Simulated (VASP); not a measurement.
A run of VASP 6.6.1 is set up as follows.

INCAR

```
PREC = Accurate ; ENCUT = 520
EDIFF = 1E-7 ; ISMEAR = -1
SIGMA = 0.051703999572871064 ; LREAL = F
LASPH = T ; NELM = 80
ALGO = Normal ; ISIF = 2
LWAVE = F ; LCHARG = F
GGA = PS ; NBANDS = 10
```

The input KPOINTS:

```
Automatic mesh
0
Gamma
  6 6 6
```

File POSCAR:

```
I
1.0
    0.0000000000      2.3656004428      3.9098401324
    2.1922454667      0.0000000000      3.9098401324
    2.1922454667      2.3656004428      0.0000000000
I
1
Direct
    0.0000000000      0.0000000000      0.0000000000
```

Potentials or basis: VASP PAW PBE potentials, release 64 (I).

The run is started by

```console
$ cat potpaw_PBE.64/I/POTCAR > POTCAR
$ mpirun -np 1 vasp_std > vasp.out
```

Problem. What does it give for the pressure?

Solution. -1.2 GPa.

Stress tensor (GPa, compression positive):
```
-1.67  0.00  0.00
 0.00 -1.77  0.00
 0.00  0.00 -0.29
```

Caveat: the PAW data sets were made with another functional, which shifts forces and pressure a little; an odd number of electrons without spin polarisation forces a metal; a magnetic or distorted state may lie lower.
